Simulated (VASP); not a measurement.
The system is Ga3Se.

```
Se Ga
1.0
     4.43246    0.00000    0.00000
     0.00000    4.43246    0.00000
     0.00000    0.00000    4.43246
Se Ga
1 3
Cartesian
  0.0000 0.0000 0.0000
  2.2162 2.2162 0.0000
  2.2162 0.0000 2.2162
  0.0000 2.2162 2.2162
```

Base run:

- Program: VASP 6.6.1
- Functional: PBE-based screened hybrid
- Potentials or basis: VASP PAW PBE potentials, release 64 (Se, Ga_d)
- Cutoff: 520 eV
- k mesh: 4 × 4 × 4
- Occupations: fermi-dirac, width 0.05 eV
- Spin: no spin polarisation

Its results: pressure -0.8 GPa.

Question: After a change of settings the same cell gave: pressure 1.1 GPa. Which change was it?
A. functional from PBE-based screened hybrid to PBE
B. functional from PBE-based screened hybrid to PBE; k mesh from 4 × 4 × 4 to 5 × 5 × 5
C. functional from PBE-based screened hybrid to PBE; k mesh from 4 × 4 × 4 to 6 × 6 × 6
D. functional from PBE-based screened hybrid to revPBE

Answer: D.

Caveats: the PAW data sets were made with another functional, which shifts forces and pressure a little.
